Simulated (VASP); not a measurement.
**HW12C12: single point with PBE**

System: HW12C12, a slab with vacuum.

```
CELL_PARAMETERS angstrom
5.76414 0.00000 0.00000
-2.88207 4.99189 0.00000
0.00000 0.00000 19.05967
ATOMIC_POSITIONS crystal
W 0.00000 0.00000 0.05247
W 0.99952 0.00065 0.20172
W 0.00345 0.00946 0.35287
W 0.00000 0.50000 0.05247
W 0.99944 0.50073 0.20217
W 0.99882 0.50770 0.35588
W 0.50000 0.00000 0.05247
W 0.49951 0.00016 0.20183
W 0.50072 0.00307 0.35495
W 0.50000 0.50000 0.05247
W 0.49939 0.50072 0.20189
W 0.49858 0.50419 0.35408
C 0.33333 0.16667 0.12655
C 0.33283 0.16766 0.27391
C 0.33594 0.17535 0.41268
C 0.33333 0.66667 0.12655
C 0.33138 0.66677 0.27477
C 0.33347 0.67104 0.41402
C 0.83333 0.16667 0.12655
C 0.83307 0.16865 0.27456
C 0.83478 0.17599 0.41370
C 0.83333 0.66667 0.12655
C 0.83303 0.66864 0.27497
C 0.82921 0.68021 0.41772
H 0.85214 0.84258 0.45514
```

```yaml
Program: VASP 6.6.1
Task: single point
Functional: PBE
Potentials_or_basis: VASP PAW PBE potentials, release 64 (W_sv, C, H)
Cutoff: 520 eV
k_mesh: 3 × 3 × 1
Occupations: fermi-dirac, width 0.15 eV
Spin: no spin polarisation
Dipole_correction: no
Further_INCAR_settings: LREAL = Auto; ALGO = Normal; EDIFF = 1e-06; NBANDS = 126
```

```yaml
Largest_force: 1.349 eV/Å
Band_gap_on_the_k_mesh: zero (an odd number of electrons rules out a gap without spin polarisation)
```

Forces in eV/Å, atoms in the order of the input:
```
W   -0.012 -0.001  0.636
W   -0.007  0.016 -0.013
W   -0.057  0.097 -0.057
W   -0.016  0.011  0.689
W   -0.004  0.020 -0.011
W   -0.048  0.123 -0.087
W    0.001  0.011  0.629
W   -0.002  0.014 -0.010
W   -0.015  0.059 -0.029
W   -0.002  0.013  0.647
W   -0.004  0.015 -0.009
W   -0.032  0.050 -0.078
C    0.010  0.024 -0.782
C   -0.001  0.023 -0.004
C   -0.100  0.067  0.085
C   -0.054  0.022 -0.748
C    0.004  0.021 -0.003
C   -0.033  0.049  0.083
C   -0.061  0.045 -0.777
C   -0.009  0.027 -0.023
C   -0.036  0.227 -0.054
C   -0.017  0.018 -0.761
C   -0.015  0.029 -0.017
C   -0.061  0.103  0.129
H    0.571 -1.083  0.566
```

Levels at points of the mesh, in eV from the Fermi level:
```csv
k point,band 107,band 108,band 109,band 110,band 111,band 112
"(0.00, 0.00, 0.00)",0.31,0.50,0.50,0.54,0.89,0.92
```

It took 14 min on 1 thread of AMD EPYC 9R45 96-Core Processor (Zen 5), with other jobs on the host, peak memory 0.77 GiB.

Caveat: the k points lie up to 0.42 Å⁻¹ apart, too coarse for converged energies and pressures of a metal; spin-orbit coupling is left out, which moves the levels of the heavy elements.
